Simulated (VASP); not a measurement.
# Ti (P6_3/mmc) in VASP: further runs, part 2 of 2

VASP 6.6.1. Earlier steps stand in the parts before.

**4. Single point, PBE**

This run uses another cell than the first one, of the same volume but with other edges.

Input file INCAR:

```
SYSTEM = Ti
ALGO = Fast ; EDIFF = 1E-6
ENCUT = 520 ; GGA = PE
ISIF = 2 ; ISMEAR = 0
LASPH = .True. ; LCHARG = .False.
LREAL = .False. ; LWAVE = .False.
NBANDS = 19 ; NELM = 80
PREC = Accurate ; SIGMA = 0.15
```

Input file KPOINTS:

```
k-points
0
Gamma
  24 24 14
  0 0 0
```

Input file POSCAR:

```
Ti
1.0
    3.0212747484      0.0000000000      0.0000000000
   -1.5106373742      2.6165006840      0.0000000000
    0.0000000000      0.0000000000      4.3991696979
Ti
2
Direct
    0.3333333333      0.6666666667      0.2500000000
    0.6666666667      0.3333333333      0.7500000000
```

Potentials or basis: VASP PAW PBE potentials, release 64 (Ti_sv).

Command:

```console
$ cat potpaw_PBE.64/Ti_sv/POTCAR > POTCAR
$ mpirun -np 1 vasp_std > vasp.out
```

OUTCAR:

```text
SYSTEM = Ti
   EDIFF = 1E-6
   ENCUT = 520
   GGA = PE
   ISIF = 2
   ISMEAR = 0
   LASPH = .True.
   LREAL = .False.
   NELM = 80
   PREC = Accurate

 ion  position               nearest neighbor table
   1  0.333  0.667  0.250-   2 2.81   2 2.81   2 2.81   2 2.81   2 2.81   2 2.81
   2  0.667  0.333  0.750-   1 2.81   1 2.81   1 2.81   1 2.81   1 2.81   1 2.81

  LATTYP: Found a hexagonal cell.
 ALAT       =     3.0212747484
 C/A-ratio  =     1.4560641002

  Lattice vectors:

 A1 = (   3.0212747484,   0.0000000000,   0.0000000000)
 A2 = (  -1.5106373742,   2.6165006840,   0.0000000000)
 A3 = (   0.0000000000,   0.0000000000,   4.3991696979)

Analysis of symmetry for initial positions (statically):
=====================================================================
 Subroutine PRICEL returns:
 Original cell was already a primitive cell.

 Routine SETGRP: Setting up the symmetry group for a
 hexagonal supercell.

 Subroutine GETGRP returns: Found 24 space group operations
 (whereof 12 operations were pure point group operations)
 out of a pool of 24 trial point group operations.

The static configuration has the point symmetry D_3d.
 The point group associated with its full space group is D_6h.

Analysis of symmetry for dynamics (positions and initial velocities):
=====================================================================
 Subroutine PRICEL returns:
 Original cell was already a primitive cell.

 Routine SETGRP: Setting up the symmetry group for a
 hexagonal supercell.

 Subroutine GETGRP returns: Found 24 space group operations
 (whereof 12 operations were pure point group operations)
 out of a pool of 24 trial point group operations.

The dynamic configuration has the point symmetry D_3d.
 The point group associated with its full space group is D_6h.

 Subroutine INISYM returns: Found 24 space group operations
 (whereof 12 operations are pure point group operations),
 and found     1 'primitive' translations

----------------------------------------------------------------------------------------

                                     Primitive cell

  volume of cell :      34.7762

  direct lattice vectors                    reciprocal lattice vectors
     3.021274748  0.000000000  0.000000000     0.330986118  0.191094924  0.000000000
    -1.510637374  2.616500684  0.000000000     0.000000000  0.382189848  0.000000000
     0.000000000  0.000000000  4.399169698     0.000000000  0.000000000  0.227315623

  length of vectors
     3.021274748  3.021274748  4.399169698     0.382189849  0.382189848  0.227315623

  position of ions in fractional coordinates (direct lattice)
     0.333333333  0.666666667  0.250000000
     0.666666667  0.333333333  0.750000000

  ion indices of the primitive-cell ions
   primitive index   ion index
                 1           1
                 2           2

----------------------------------------------------------------------------------------

 KPOINTS: k-points

Automatic generation of k-mesh.
 Grid dimensions read from file:
 generate k-points for:   24   24   14

 Generating k-lattice:

  Cartesian coordinates                     Fractional coordinates (reciprocal lattice)
     0.013791088  0.007962289  0.000000000     0.041666667  0.000000000  0.000000000
     0.000000000  0.015924577  0.000000000     0.000000000  0.041666667  0.000000000
     0.000000000  0.000000000  0.016236830     0.000000000  0.000000000  0.071428571

  Length of vectors
     0.015924577  0.015924577  0.016236830

  Shift w.r.t. Gamma in fractional coordinates (k-lattice)
     0.000000000  0.000000000  0.000000000

 Subroutine IBZKPT returns following result:
 ===========================================

 Found    488 irreducible k-points:

 Following reciprocal coordinates:
            Coordinates               Weight
  0.000000  0.000000  0.000000      1.000000
  0.041667  0.000000  0.000000      6.000000
  0.083333  0.000000  0.000000      6.000000
  0.125000  0.000000  0.000000      6.000000
  0.166667  0.000000  0.000000      6.000000
  0.208333  0.000000  0.000000      6.000000
[... 16 lines left out ...]
  0.416667  0.041667  0.000000     12.000000
  0.458333  0.041667  0.000000     12.000000
 [... further k-points ...]
   k-points           NKPTS =    488   k-points in BZ     NKDIM =    488   number of bands    NBANDS=     19
   number of dos      NEDOS =    301   number of ions     NIONS =      2
   total plane-waves  NPLWV =  20736
   dimension x,y,z NGX =    24 NGY =   24 NGZ =   36
   dimension x,y,z NGXF=    48 NGYF=   48 NGZF=   72
   ions per type =               2
   NGX,Y,Z   is equivalent  to a cutoff of  13.21, 13.21, 13.60 a.u.
   NGXF,Y,Z  is equivalent  to a cutoff of  26.41, 26.41, 27.21 a.u.
 SYSTEM =  Ti
   PREC   = accura    normal or accurate (medium, high low for compatibility)
   ISTART =      0    job   : 0-new  1-cont  2-samecut
   ICHARG =      2    charge: 1-file 2-atom 10-const
   ISPIN  =      1    spin polarized calculation?
   LNONCOLLINEAR =      F non collinear calculations
   LSORBIT =      F    spin-orbit coupling
   LASPH  =      T    aspherical Exc in radial PAW
   ENCUT  =  520.0 eV  38.22 Ry    6.18 a.u.   5.62  5.62  8.18*2*pi/ulx,y,z
   NELM   =     80;   NELMIN=  2; NELMDL= -5     # of ELM steps
   EDIFF  = 0.1E-05   stopping-criterion for ELM
   LREAL  =      F    real-space projection
   EDIFFG = 0.1E-04   stopping-criterion for IOM
   NSW    =      0    number of steps for IOM
   IBRION =     -1    ionic relax: 0-MD 1-quasi-New 2-CG
   NFREE  =      0    steps in history (QN), initial steepest desc. (CG)
   ISIF   =      2    stress and relaxation
   ISYM   =      2    0-nonsym 1-usesym 2-fastsym
   POTIM  = 0.5000    time-step for ionic-motion
   TEBEG  =    0.0;   TEEND  =   0.0 temperature during run
   PSTRESS=    0.0 pullay stress
   NELECT =      24.0000    total number of electrons
   NUPDOWN=      -1.0000    fix difference up-down
   EMIN   =  10.00;   EMAX   =-10.00  energy-range for DOS
   EFERMI =   0.00;   METHOD = LEGACY
   ISMEAR =     0;   SIGMA  =   0.15  broadening in eV -4-tet -1-fermi 0-gaus
   EFERMI_NEDOS =   21; number of points for ismear=-14 and -15
   IALGO  =     68    algorithm
   IMIX   =      4    mixing-type and parameters
     AMIX     =   0.40;   BMIX     =  1.00
     AMIX_MAG =   1.60;   BMIX_MAG =  1.00
  volume/ion in A,a.u.               =      17.39       117.34
  Fermi-wavevector in a.u.,A,eV,Ry     =   1.446721  2.733905 28.476998  2.093000
  Thomas-Fermi vector in A             =   2.564757
   LORBIT       =      0    0 simple, 1 ext, 2 COOP (PROOUT), +10 PAW based schemes
   GGA     = PE    functional components
   LHFCALC =     F    Hartree Fock is set to
   AEXX    =    0.0000 exact exchange contribution
   IVDW    =     0    specifies the selected vdW correction
   LEPSILON=     F    determine dielectric tensor
   LRPA    =     F    only Hartree local field effects (RPA)
 non-spin polarized calculation
 RMM-DIIS sequential band-by-band and
 Gauss-broadening in eV      SIGMA  =   0.15
  energy-cutoff  :      520.00
  volume of cell :       34.78
 maximum number of plane-waves:       976
 NGX is ok and might be reduce to    24

 number of electron      24.0000003 magnetization

 Free energy of the ion-electron system (eV)
  ---------------------------------------------------
  ext. energy  EPLUGINS =         0.00000000
  ---------------------------------------------------
  free energy    TOTEN  =       -15.62934719 eV

  energy without entropy =      -15.60474067  energy(sigma->0) =      -15.61704393

 E-fermi :   8.3298     XC(G=0): -11.4870

 val. band max:        8.3258733617   @ k =   0.0833   0.0833   0.1429
 cond. band min:       8.3301624984   @ k =   0.2500   0.2083   0.4286
 fundamental gap:      0.0042891367
 Fermi energy:         8.3298135505

 k-point     1 :       0.0000    0.0000    0.0000
  band No.  band energies     occupation
      1     -48.5650      2.00000
      2     -48.3836      2.00000
      3     -25.2083      2.00000
      4     -24.5687      2.00000
      5     -24.5687      2.00000
      6     -24.4171      2.00000
[... 11 lines left out ...]
     18       9.9356      0.00000
     19      11.4505      0.00000

 k-point     2 :       0.0417    0.0000    0.0000
  band No.  band energies     occupation
      1     -48.5635      2.00000
      2     -48.3835      2.00000
      3     -25.2044      2.00000
      4     -24.5746      2.00000
      5     -24.5712      2.00000
      6     -24.4236      2.00000
[... 476 lines left out ...]
 k-point    24 :       0.4583    0.0417    0.0000
  band No.  band energies     occupation
      1     -48.4535      2.00000
      2     -48.3941      2.00000
      3     -24.9271      2.00000
      4     -24.8871      2.00000
      5     -24.7637      2.00000
      6     -24.7007      2.00000
[... 11 lines left out ...]
     18      12.0577      0.00000
     19      12.5117      0.00000

 [... further k-points ...]
[... 5 lines left out ...]
  --------------------------------------------------------------------------------------
  -------------------------------------------------------------------------------------
  Total       -0.6077696     -0.6077696      1.2724936     -0.0000000      0.0000000      0.0000000
  in kB      -28.0006254    -28.0006254     58.6252068     -0.0000000      0.0000000      0.0000000
  external PRESSURE =       0.8746520 kB  Pullay stress =       0.0000000 kB

 VOLUME and BASIS-vectors are now :
 -----------------------------------------------------------------------------
  energy-cutoff  :      520.00
  volume of cell :       34.78
      direct lattice vectors                 reciprocal lattice vectors
     3.021274748  0.000000000  0.000000000     0.330986118  0.191094924  0.000000000
    -1.510637374  2.616500684  0.000000000     0.000000000  0.382189848  0.000000000
     0.000000000  0.000000000  4.399169698     0.000000000  0.000000000  0.227315623

 POSITION                                       TOTAL-FORCE (eV/Angst)
 -----------------------------------------------------------------------------------
     -0.00000      1.74433      1.09979         0.000000      0.000000      0.000000
      1.51064      0.87217      3.29938        -0.000000     -0.000000      0.000000
 -----------------------------------------------------------------------------------
    total drift:                               -0.000000      0.000000     -0.000000

  FREE ENERGIE OF THE ION-ELECTRON SYSTEM (eV)
  ---------------------------------------------------
  free  energy   TOTEN  =       -15.6293471861 eV

  energy  without entropy=      -15.6047406651  energy(sigma->0) =      -15.61704393
```

It took 5.7 min on 1 thread of Intel Xeon 6975P-C (Granite Rapids), shared host; peak memory 0.37 GiB.

Results:

| Property | Result |
| --- | --- |
| Free energy | -15.6293 eV |
| Pressure | 0.1 GPa |
| Band gap on the k mesh | zero (bands 12 and 13 overlap by 1.14 eV) |

Levels at points of the mesh, in eV from the Fermi level:
```tsv
k point	band 8	band 9	band 10	band 11	band 12	band 13	band 14	band 15	band 16	band 17
(0.00, 0.00, 0.00)	-32.72	-6.20	-2.67	0.65	0.65	1.21	1.21	1.30	1.30	1.39
(0.50, 0.00, 0.00)	-32.78	-2.45	-2.22	-1.72	-0.93	0.09	0.94	1.52	3.02	3.38
(0.00, 0.00, 0.50)	-32.82	-4.14	-4.14	0.40	0.40	0.40	0.40	0.42	0.42	2.85
(0.50, 0.00, 0.50)	-32.87	-2.52	-2.52	-0.65	-0.65	1.28	1.28	1.48	1.48	3.25
```

Caveat: the stress differs along the axes, from -3 to 6 GPa.

**5. Summary**

| cell | gap on the mesh (eV) | pressure (GPa) |
| --- | --- | --- |
| a = 3.102, b = 3.102, c = 4.173 Å, angles 90.0, 90.0, 120.0°, 2 atoms | none | 0.6 |
| a = 2.765, b = 2.765, c = 5.252 Å, angles 90.0, 90.0, 120.0°, 2 atoms | none | -0.2 |
| a = 3.021, b = 3.021, c = 4.399 Å, angles 90.0, 90.0, 120.0°, 2 atoms | none | 0.1 |

Alike in all rows: task single point; level PBE; potentials or basis VASP PAW PBE potentials, release 64 (Ti_sv); no spin polarisation; k mesh 24 × 24 × 14; cutoff (eV) 520; smearing gaussian 0.15 eV.

Caveats: the stress differs along the axes, from -4 to 10 GPa (at least some runs); the stress differs along the axes, from -10 to 5 GPa (at least some runs); the stress differs along the axes, from -3 to 6 GPa (at least some runs).

Total energies depend on the potentials used, so only differences within one code and one set of settings carry meaning.
